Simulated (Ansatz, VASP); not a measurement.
## One calculation of BP, two programs

File INCAR:

```
SYSTEM = BP
PREC = Accurate
ENCUT = 500
EDIFF = 1E-6
ISMEAR = 0
SIGMA = 0.01
LREAL = .FALSE.
LASPH = .TRUE.
NELM = 120
ALGO = Normal
ISIF = 2
LWAVE = .FALSE.
LCHARG = .TRUE.
LELF = .TRUE.
LVHAR = .TRUE.
NBANDS = 11
GGA_COMPAT = .FALSE.
```

Contents of KPOINTS:

```
Automatic mesh
0
G
  10 10 10
  0 0 0
```

The input POSCAR:

```
BP
1.0
    0.0000000000      2.0692763451      2.0692763451
    2.0692763451      0.0000000000      2.0692763451
    2.0692763451      2.0692763451      0.0000000000
B P
1 1
Direct
    0.0000000000      0.0000000000      0.0000000000
    0.2500000000      0.2500000000      0.2500000000
```

Input for Ansatz:

```yaml
crystal:
  lattice:
    - [0.0, 2.0692763451, 2.0692763451]
    - [2.0692763451, 0.0, 2.0692763451]
    - [2.0692763451, 2.0692763451, 0.0]
  atoms:
    - { symbol: B, position: [0.0, 0.0, 0.0] }
    - { symbol: P, position: [0.25, 0.25, 0.25] }
scf:
  occupations: { method: fixed }
output:
  forces: true
  stress: true
  eigenvalues: true
hamiltonian:
  xc: lda
basis:
  ecutwfc: 520
kpoints:
  mp_grid: { grid: [10, 10, 10] }
```

Alike in both runs: task single point; functional LDA; k mesh 10 × 10 × 10; no spin polarisation.

|  | VASP | Ansatz |
| --- | --- | --- |
| version | VASP 6.6.1 | Ansatz 0.2.0 |
| potentials or method | VASP PAW LDA potentials, release 64 (B, P), cutoff 500 eV | scalar-relativistic, plane waves, PAW |
| occupations | gaussian, width 0.01 eV | fixed |
| valence electrons in the cell | 8 | 8 |

```tsv
	VASP	Ansatz	Ansatz less VASP
gap on the k mesh at the Fermi level (eV)	0.75	0.75	+0.004
least direct gap on the mesh (eV)	4.02	4.02	-0.003
```

LDA's correlation is that of Perdew and Zunger in VASP and of Perdew and Wang (1992) in Ansatz.
